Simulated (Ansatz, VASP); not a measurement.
**BN: VASP beside Ansatz**

Contents of INCAR:

```
PREC = Accurate
ENCUT = 600
EDIFF = 1E-6
ISMEAR = 0
SIGMA = 0.1
LREAL = False
LASPH = True
NELM = 120
ALGO = Normal
ISIF = 2
LWAVE = False
LCHARG = True
GGA = RP
LELF = True
LVHAR = True
NBANDS = 11
GGA_COMPAT = False
```

KPOINTS

```
Automatic mesh
0
Gamma
  8 8 8
```

Contents of POSCAR:

```
BN
1.0
    0.0000000000      1.8130010000      1.8130010000
    1.8130010000      0.0000000000      1.8130010000
    1.8130010000      1.8130010000      0.0000000000
B N
1 1
Direct
    0.0000000000      0.0000000000      0.0000000000
    0.2500000000      0.2500000000      0.2500000000
```

Input for Ansatz:

```yaml
crystal:
  lattice:
    - [0.0, 1.813001, 1.813001]
    - [1.813001, 0.0, 1.813001]
    - [1.813001, 1.813001, 0.0]
  atoms:
    - { symbol: B, position: [0.0, 0.0, 0.0] }
    - { symbol: "N", position: [0.25, 0.25, 0.25] }
basis:
  ecutwfc: 420
kpoints:
  mp_grid: { grid: [8, 8, 8] }
hamiltonian:
  xc: rpbe
  pseudopotentials: { kind: paw, azcp: { folder: soft_1 } }
scf:
  occupations: { method: gaussian, width: 0.1 }
output:
  forces: true
  stress: true
  eigenvalues: true
```

Alike in both runs: task single point; functional RPBE; k mesh 8 × 8 × 8; occupations gaussian, width 0.1 eV; no spin polarisation.

```csv
,VASP,Ansatz
version,VASP 6.6.1,Ansatz 0.2.0
potentials or method,"VASP PAW PBE potentials, release 64 (B, N), cutoff 600 eV","scalar-relativistic, plane waves, PAW"
valence electrons in the cell,8,8
```

Ansatz gave:

* gap on the k mesh at the Fermi level (eV): 4.49
* least direct gap on the mesh (eV): 8.84
* pressure (GPa): 5.2

Q: What did VASP give for the same quantities?

A: gap on the k mesh at the Fermi level (eV): 4.48; least direct gap on the mesh (eV): 8.83; pressure (GPa): 5.4.

VASP's potentials were made for PBE, not for RPBE. With one functional, cell and mesh, what is left measures potentials, basis and numerics.
